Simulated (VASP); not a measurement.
Write the native input for VASP 6.6.1 that does the following.

- Task: single point
- Functional: PBEsol
- Potentials or basis: VASP PAW PBE potentials, release 64 (In_d, P)
- Cutoff: 520 eV
- k mesh: 16 × 16 × 16
- Occupations: gaussian, width 0.15 eV
- Spin: no spin polarisation
- Dipole correction: no
- Further INCAR settings: ALGO = Normal; EDIFF = 1e-06; NBANDS = 16

The structure of InP lies in POSCAR:

```
InP
1.0
    0.0000000000      2.4940722268      3.7411083402
    2.4940722268      0.0000000000      3.7411083402
    2.4940722268      2.4940722268      0.0000000000
In P
1 1
Direct
    0.0000000000      0.0000000000      0.0000000000
    0.5000000000      0.5000000000      0.5000000000
```

This cell differs from its parent crystal: ratio of the length along z to the lengths across it x 1.5, volume and fractional coordinates fixed.

One way to write it, as run:

INCAR

```
SYSTEM = InP
PREC = Accurate ; ENCUT = 520
EDIFF = 1E-6 ; ISMEAR = 0
SIGMA = 0.15 ; LREAL = .FALSE.
LASPH = .TRUE. ; NELM = 80
ALGO = Normal ; ISIF = 2
LWAVE = .FALSE. ; LCHARG = .FALSE.
GGA = PS ; NBANDS = 16
```

KPOINTS

```
regular mesh
0
G
  16 16 16
  0 0 0
```

Potentials or basis: VASP PAW PBE potentials, release 64 (In_d, P).

Command:

```sh
$ cat potpaw_PBE.64/In_d/POTCAR potpaw_PBE.64/P/POTCAR > POTCAR
$ mpirun -np 1 vasp_std > vasp.out
```

It gave:

* Pressure: 7.6 GPa
* Band gap on the k mesh: zero (band 9 reaches 7.01 eV, above the bottom of band 10 at 4.86 eV)

Caveat: the PAW data sets were made with another functional, which shifts forces and pressure a little; spin-orbit coupling is left out, which moves the levels of the heavy elements.

It took 2.2 min on 1 thread of Intel(R) Xeon(R) 6975P-C (Granite Rapids), on a shared host, peak memory 0.38 GiB.
